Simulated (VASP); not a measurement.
# ReO3F in VASP: single point with PBE

Aim: the single point of ReO3F with PBE.

Everything below comes from runs of VASP 6.6.1. Logs are shortened: lines on timing, memory, paths and dates and some standing lists are left out, and cuts for length are marked.

**1. The cell of the first run**

The cell holds a molecule in a box, 5 atoms: a = 11.090 Å, b = 11.090 Å, c = 11.090 Å, α = 90.00°, β = 90.00°, γ = 90.00°.

**2. Single point, PBE, non-collinear spin, zero start, spin-orbit coupling**

File INCAR:

```
  PREC = Accurate
  ENCUT = 520
  EDIFF = 1E-6
  ISMEAR = 0
  SIGMA = 0.01
  LREAL = False
  LASPH = True
  NELM = 200
  ALGO = Normal
  ISIF = 2
  LWAVE = False
  LCHARG = False
  LNONCOLLINEAR = True
  MAGMOM = 0 0 0 0 0 0 0 0 0 0 0 0 0 0 0
  LORBIT = 11
  LSORBIT = True
  GGA_COMPAT = False
  LORBMOM = True
  LMAXMIX = 4
  GGA = PE
  NBANDS = 55
  NELMDL = -8
```

File KPOINTS:

```
Automatic mesh
0
Gamma
  1 1 1
```

File POSCAR:

```
ReO3F
1.0
   11.0900000000      0.0000000000      0.0000000000
    0.0000000000     11.0900000000      0.0000000000
    0.0000000000      0.0000000000     11.0900000000
Re O F
1 3 1
Direct
    0.5029738500      0.4967421100      0.5029738500
    0.5939450000      0.5826041500      0.5939450000
    0.4171118100      0.4057709600      0.5939450000
    0.5939450000      0.4057709600      0.4171118100
    0.4057709600      0.5939450000      0.4057709600
```

Potentials or basis: VASP PAW PBE potentials, release 64 (Re_sv_GW, O, F).

Launch:

```bash
$ cat potpaw_PBE.64/Re_sv_GW/POTCAR potpaw_PBE.64/O/POTCAR potpaw_PBE.64/F/POTCAR > POTCAR
$ mpirun -np 1 vasp_ncl > vasp.out
```

OUTCAR:

```text
PREC = Accurate
   ENCUT = 520
   EDIFF = 1E-6
   ISMEAR = 0
   LREAL = False
   LASPH = True
   NELM = 200
   ISIF = 2
   LNONCOLLINEAR = True
   LORBIT = 11
   LSORBIT = True
   GGA = PE
   NELMDL = -8

 ion  position               nearest neighbor table
   1  0.503  0.497  0.503-   3 1.72   4 1.72   2 1.72   5 1.87
   2  0.594  0.583  0.594-   1 1.72
   3  0.417  0.406  0.594-   1 1.72
   4  0.594  0.406  0.417-   1 1.72
   5  0.406  0.594  0.406-   1 1.87

  LATTYP: Found a simple cubic cell.
 ALAT       =    11.0900000000

  Lattice vectors:

 A1 = (  11.0900000000,   0.0000000000,   0.0000000000)
 A2 = (   0.0000000000,  11.0900000000,   0.0000000000)
 A3 = (   0.0000000000,   0.0000000000,  11.0900000000)

Analysis of symmetry for initial positions (statically):
=====================================================================
 Subroutine PRICEL returns:
 Original cell was already a primitive cell.

 Routine SETGRP: Setting up the symmetry group for a
 simple cubic supercell.

 Subroutine GETGRP returns: Found  6 space group operations
 (whereof  2 operations were pure point group operations)
 out of a pool of 48 trial point group operations.

The static configuration has the point symmetry C_1h.
 The point group associated with its full space group is C_3v.

Analysis of symmetry for dynamics (positions and initial velocities):
=====================================================================
 Subroutine PRICEL returns:
 Original cell was already a primitive cell.

 Routine SETGRP: Setting up the symmetry group for a
 simple cubic supercell.

 Subroutine GETGRP returns: Found  6 space group operations
 (whereof  2 operations were pure point group operations)
 out of a pool of 48 trial point group operations.

The dynamic configuration has the point symmetry C_1h.
 The point group associated with its full space group is C_3v.

Analysis of structural, dynamic, and magnetic symmetry:
=====================================================================
 Subroutine PRICEL returns:
 Original cell was already a primitive cell.

 Routine SETGRP: Setting up the symmetry group for a
 simple cubic supercell.

 Subroutine GETGRP returns: Found  6 space group operations
 (whereof  2 operations were pure point group operations)
 out of a pool of 48 trial point group operations.
[... 238 lines left out ...]
  1         0.000   0.000   0.000   0.000
  2        -0.000   0.000   0.000  -0.000
  3         0.000   0.000   0.000   0.000
  4         0.000   0.000   0.000   0.000
  5         0.000   0.000   0.000   0.000
 ------------------------------------------------
            0.000   0.000   0.000   0.000

 orbital moment (y)

 # of ion     p       d       f       tot
 ------------------------------------------------
  1        -0.000   0.000   0.000   0.000
  2         0.000   0.000   0.000   0.000
  3        -0.000   0.000   0.000  -0.000
  4         0.000   0.000   0.000   0.000
  5         0.000   0.000   0.000   0.000
 ------------------------------------------------
            0.000   0.000   0.000   0.000

 orbital moment (z)

 # of ion     p       d       f       tot
 ------------------------------------------------
  1         0.000   0.000   0.000   0.000
  2         0.000   0.000   0.000   0.000
  3        -0.000   0.000   0.000  -0.000
  4         0.000   0.000   0.000   0.000
  5         0.000   0.000   0.000   0.000
 ------------------------------------------------
           -0.000   0.000   0.000  -0.000

 Spin-Orbit-Coupling matrix elements

 Ion:    1  E_soc:     -3.3525075
 l=   1
     0.0000000    -0.5272886    -0.5272886
    -0.5272886     0.0000000    -0.5272886
    -0.5272886    -0.5272886     0.0000000
 l=   2
     0.0000000    -0.0066974     0.0000000    -0.0066974    -0.0247687
    -0.0066974     0.0000000    -0.0185765    -0.0066974    -0.0061922
     0.0000000    -0.0185765     0.0000000    -0.0185765     0.0000000
    -0.0066974    -0.0066974    -0.0185765     0.0000000    -0.0061922
    -0.0247687    -0.0061922     0.0000000    -0.0061922     0.0000000
 l=   3
     0.0000000    -0.0000007     0.0000000     0.0000000     0.0000000    -0.0000032     0.0000108
    -0.0000007     0.0000000    -0.0000012     0.0000000    -0.0000012    -0.0000019    -0.0000007
     0.0000000    -0.0000012     0.0000000     0.0000072    -0.0000055     0.0000013     0.0000000
     0.0000000     0.0000000     0.0000072     0.0000000     0.0000072     0.0000000     0.0000000
[... 69 lines left out ...]
 l=   2
     0.0000000     0.0000000     0.0000000     0.0000000     0.0000000
     0.0000000     0.0000000     0.0000000     0.0000000     0.0000000
     0.0000000     0.0000000     0.0000000     0.0000000     0.0000000
     0.0000000     0.0000000     0.0000000     0.0000000     0.0000000
     0.0000000     0.0000000     0.0000000     0.0000000     0.0000000
 l=   3
     0.0000000     0.0000000     0.0000000     0.0000000     0.0000000     0.0000000     0.0000000
     0.0000000     0.0000000     0.0000000     0.0000000     0.0000000     0.0000000     0.0000000
     0.0000000     0.0000000     0.0000000     0.0000000     0.0000000     0.0000000     0.0000000
     0.0000000     0.0000000     0.0000000     0.0000000     0.0000000     0.0000000     0.0000000
     0.0000000     0.0000000     0.0000000     0.0000000     0.0000000     0.0000000     0.0000000
     0.0000000     0.0000000     0.0000000     0.0000000     0.0000000     0.0000000     0.0000000
     0.0000000     0.0000000     0.0000000     0.0000000     0.0000000     0.0000000     0.0000000

 total charge

# of ion       s       p       d       f       tot
--------------------------------------------------
    1        3.820   6.122   4.054   0.334  14.330
    2        1.606   3.351   0.000   0.000   4.957
    3        1.606   3.351   0.000   0.000   4.957
    4        1.606   3.351   0.000   0.000   4.957
    5        1.748   4.308   0.000   0.000   6.056
--------------------------------------------------
tot         10.388  20.482   4.054   0.334  35.258

 magnetization (x)

# of ion       s       p       d       f       tot
--------------------------------------------------
    1        0.000   0.000   0.000  -0.000  -0.000
    2        0.000   0.000   0.000   0.000   0.000
    3        0.000   0.000   0.000   0.000   0.000
    4       -0.000  -0.000   0.000   0.000  -0.000
    5        0.000  -0.000   0.000   0.000  -0.000
--------------------------------------------------
tot          0.000  -0.000   0.000  -0.000  -0.000

 magnetization (y)

# of ion       s       p       d       f       tot
--------------------------------------------------
    1        0.000   0.000   0.000   0.000   0.000
    2        0.000   0.000   0.000   0.000   0.000
    3        0.000   0.000   0.000   0.000   0.000
    4       -0.000  -0.000   0.000   0.000  -0.000
    5        0.000   0.000   0.000   0.000   0.000
--------------------------------------------------
tot          0.000   0.000   0.000   0.000   0.000

 magnetization (z)

# of ion       s       p       d       f       tot
--------------------------------------------------
    1        0.000   0.000  -0.000   0.000  -0.000
    2       -0.000  -0.000   0.000   0.000  -0.000
    3        0.000   0.000   0.000   0.000   0.000
    4        0.000   0.000   0.000   0.000   0.000
    5        0.000   0.000   0.000   0.000   0.000
--------------------------------------------------
tot          0.000   0.000  -0.000   0.000   0.000
```

It took 11 min on 1 thread of Intel Xeon 6975P-C (Granite Rapids), shared host; peak memory 3.2 GiB.

Results:

- Free energy: -40.9216 eV
- Largest force: 0.234 eV/Å
- Net moment: 0.00 μB per cell
- Valence electrons inside the program's atomic spheres: Re 14.33; O 4.96; F 6.06

Forces in eV/Å, atoms in the order of the input:
```
Re   0.114 -0.114  0.114
O   -0.146 -0.044 -0.146
O    0.044  0.146 -0.146
O   -0.146  0.146  0.044
F    0.135 -0.135  0.135
```

Moments on the atoms (μB; x, y, z):
```
Re  0.00 0.00 0.00
O   0.00 0.00 0.00
O   0.00 0.00 0.00
O   0.00 0.00 0.00
F   0.00 0.00 0.00
```
